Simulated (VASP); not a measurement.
## Sr: single point with RPBE

The system is Sr.

```
CELL_PARAMETERS angstrom
6.69406 0.00000 0.00000
-3.34703 5.79722 0.00000
0.00000 0.00000 4.01282
ATOMIC_POSITIONS crystal
Sr 0.00000 0.00000 0.00000
Sr 0.33333 0.66667 0.50000
Sr 0.66667 0.33333 0.50000
```

This isn't the form of Sr at room conditions, which is fcc.

```yaml
Program: VASP 6.6.1
Task: single point
Functional: RPBE
Potentials_or_basis: VASP PAW PBE potentials, release 64 (Sr_sv)
Cutoff: 520 eV
k_mesh: 7 × 7 × 10
Occupations: fermi-dirac, width 0.1 eV
Spin: no spin polarisation
```

- Pressure: 1.6 GPa
- Band gap on the k mesh: zero (bands 15 and 16 overlap by 0.22 eV)

Stress tensor (GPa, compression positive):
```
1.72 0.00 0.00
0.00 1.72 0.00
0.00 0.00 1.47
```

Levels at points of the mesh, in eV from the Fermi level:
```csv
k point,band 11,band 12,band 13,band 14,band 15,band 16,band 17,band 18,band 19,band 20
"(0.00, 0.00, 0.00)",-18.42,-18.40,-3.69,-0.07,0.20,0.20,0.25,0.25,0.68,2.11
"(0.00, 0.00, 0.50)",-18.44,-18.44,-1.35,-0.92,0.00,0.00,0.20,0.20,1.82,1.82
```

It took 3.4 min on 1 thread of Oxide Virtual Turin-like Processor, on a shared host, peak memory 0.29 GiB.

Caveat: the PAW data sets were made with another functional, which shifts forces and pressure a little.
